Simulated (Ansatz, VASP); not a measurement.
## One calculation of KBr, two programs

```
K Br
1.0
     0.00000    3.39127    3.34189
     3.39127    0.00000    3.34189
     3.39127    3.39127    0.00000
K Br
1 1
Direct
  0.00000 0.00000 0.00000
  0.50000 0.50000 0.50000
```

Change from the starting cell: strain +0.030 along x and y, +0.015 along z, atoms carried along.

Alike in both runs: task single point; functional r2SCAN; k mesh 6 × 6 × 6; occupations gaussian, width 0.05 eV; no spin polarisation.

|  | VASP | Ansatz |
| --- | --- | --- |
| version | VASP 6.6.1 | Ansatz 0.2.0 |
| potentials or method | VASP PAW PBE potentials, release 64 (K_sv, Br), cutoff 520 eV | scalar-relativistic, plane waves, PAW |
| valence electrons in the cell | 16 | 16 |

```csv
,VASP,Ansatz,Ansatz less VASP
gap on the k mesh at the Fermi level (eV),4.89,4.89,-0.002
least direct gap on the mesh (eV),4.89,4.89,-0.002
pressure (GPa),-0.9,-0.8,+0.01
"traceless stress, the component that is largest in VASP (GPa)",0.24,0.24,-0.003
```

VASP's potentials were made for PBE, not for r2SCAN. The functional is the same, so the differences come from potentials, cutoffs and numerics.
